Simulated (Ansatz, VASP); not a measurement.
**CaSe: VASP beside Ansatz**

File INCAR:

```
PREC = Accurate
ENCUT = 520
EDIFF = 1E-7
ISMEAR = -1
SIGMA = 0.02
LREAL = F
LASPH = T
NELM = 80
ALGO = Normal
ISIF = 2
LWAVE = F
LCHARG = F
GGA = PE
NBANDS = 15
```

File KPOINTS:

```
regular mesh
0
Gamma
  8 8 8
```

The input POSCAR:

```
CaSe
1.0
    0.0000000000      2.9675351117      2.9675351117
    3.0245117858      0.0000000000      2.9675351117
    3.0245117858      2.9675351117      0.0000000000
Ca Se
1 1
Direct
    0.0000000000      0.0000000000      0.0000000000
    0.5000000000      0.5000000000      0.5000000000
```

Input for Ansatz:

```yaml
crystal:
  lattice:
    - [0.0, 2.9675351117, 2.9675351117]
    - [3.0245117858, 0.0, 2.9675351117]
    - [3.0245117858, 2.9675351117, 0.0]
  atoms:
    - { symbol: Ca, position: [0.0, 0.0, 0.0] }
    - { symbol: Se, position: [0.5, 0.5, 0.5] }
kpoints:
  mp_grid: { grid: [8, 8, 8] }
  band_path:
    path:
      - [0.0, 0.0, 0.0]
      - [0.5, 0.0, 0.5]
      - [0.625, 0.25, 0.625]
      - [0.375, 0.375, 0.75]
      - [0.5, 0.5, 0.5]
      - [0.5, 0.25, 0.75]
    npoints: 1
hamiltonian:
  xc: pbe
scf:
  occupations: { method: fermi_dirac, width: 0.02 }
  n_extra_bands: 4
output:
  forces: true
  stress: true
  eigenvalues: true
```

Change from the starting cell: uniaxial_x strain +1.9%.

Alike in both runs: task single point; functional PBE; k mesh 8 × 8 × 8; occupations fermi-dirac, width 0.02 eV; no spin polarisation.

|  | VASP | Ansatz |
| --- | --- | --- |
| version | VASP 6.6.1 | Ansatz 0.2.0 |
| potentials or method | VASP PAW PBE potentials, release 64 (Ca_sv, Se) | plane waves, PAW |
| plane-wave cutoff (eV) | 520 | 420 |
| valence electrons in the cell | 16 | 26 |

```tsv
	VASP	Ansatz	Ansatz less VASP
gap on the k mesh at the Fermi level (eV)	2.09	2.10	+0.009
pressure (GPa)	-0.1	-0.3	-0.16
traceless stress, the component that is largest in VASP (GPa)	-1.02	-1.00	+0.019
```

The functional is the same, so the differences come from potentials, cutoffs and numerics. VASP's potentials hold 16 valence electrons a cell and Ansatz's 26, so a difference there can come from the potentials and not from the codes.
